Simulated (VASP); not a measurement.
A run of VASP 6.6.1 is set up as follows.

File INCAR:

```
ALGO = Fast
EDIFF = 1E-6
EDIFFG = -0.01
ENCUT = 600
GGA = PE
IBRION = 2
ISIF = 4
ISMEAR = 0
LASPH = T
LCHARG = F
LREAL = F
LWAVE = F
NELM = 100
NSW = 50
PREC = Accurate
SIGMA = 0.1
```

KPOINTS

```
k-points
0
Gamma
  12 12 4
```

The input POSCAR:

```
B3Ru5
1.0
    2.7695169002      0.0000000000      0.0000000000
   -1.3847584501      2.3984719918      0.0000000000
    0.0000000000      0.0000000000     12.5929979892
B Ru
3 5
Direct
    0.3333333333      0.6666666667      0.7264505529
    0.3333333333      0.6666666667      0.5000000000
    0.3333333333      0.6666666667      0.2735494471
    0.0000000000      0.0000000000      0.8345817069
    0.0000000000      0.0000000000      0.3880277974
    0.0000000000      0.0000000000      0.6119722026
    0.0000000000      0.0000000000      0.1654182931
    0.3333333333      0.6666666667      0.0000000000
```

Potentials or basis: VASP PAW PBE potentials, release 64 (B, Ru_pv).

Run with:

```bash
$ cat potpaw_PBE.64/B/POTCAR potpaw_PBE.64/Ru_pv/POTCAR > POTCAR
$ mpirun -np 1 vasp_std > vasp.out
```

**Question.** Predict the band gap on the k mesh.

**Answer.** Zero (an odd number of electrons rules out a gap without spin polarisation).

Stress tensor (GPa, compression positive):
```
21.41  0.00  0.00
 0.00 21.41  0.00
 0.00  0.00 21.33
```
